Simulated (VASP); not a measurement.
LiF: single point with r2SCAN

The system is LiF.

```
CELL_PARAMETERS angstrom
2.35477 0.00000 0.00000
0.00000 2.35477 0.00000
0.00000 0.00000 2.66191
ATOMIC_POSITIONS crystal
Li 0.00000 0.00000 0.00000
F 0.50000 0.50000 0.50000
```

This cell differs from its parent crystal: strain -0.080 along x and y, +0.040 along z.

| Item | Value |
| --- | --- |
| Program | VASP 6.6.1 |
| Task | single point |
| Functional | r2SCAN |
| Potentials or basis | VASP PAW PBE potentials, release 64 (Li_sv, F) |
| Cutoff | 520 eV |
| k mesh | 10 × 10 × 10 |
| Occupations | gaussian, width 0.05 eV |
| Spin | no spin polarisation |

```yaml
Band_gap_on_the_k_mesh: 9.25 eV, indirect (least direct gap 9.93 eV)
```

Levels at points of the mesh, in eV from the valence-band top:
```tsv
k point	band 2	band 3	band 4	band 5	band 6	band 7	band 8	band 9
(0.00, 0.00, 0.00)	-22.95	-2.20	-0.69	-0.69	9.25	19.04	21.53	22.02
(0.50, 0.00, 0.00)	-22.18	-4.74	-1.43	-0.18	9.80	17.07	19.94	25.19
(0.50, 0.50, 0.00)	-21.32	-4.08	-4.08	-0.90	15.26	15.26	15.67	19.98
(0.00, 0.00, 0.50)	-22.68	-4.69	-0.41	-0.41	11.16	15.23	23.66	23.66
(0.50, 0.00, 0.50)	-21.76	-4.64	-4.18	0.00	14.34	14.85	16.64	22.48
(0.50, 0.50, 0.50)	-21.00	-3.29	-3.29	-2.77	11.81	11.81	12.83	24.93
```

It took 120 s on 1 thread of Intel Xeon 8259CL, with other jobs on the host, peak memory 0.13 GiB.

Caveat: the cell differs from its parent crystal (strain -0.080 along x and y, +0.040 along z). A k mesh can miss the band edges.
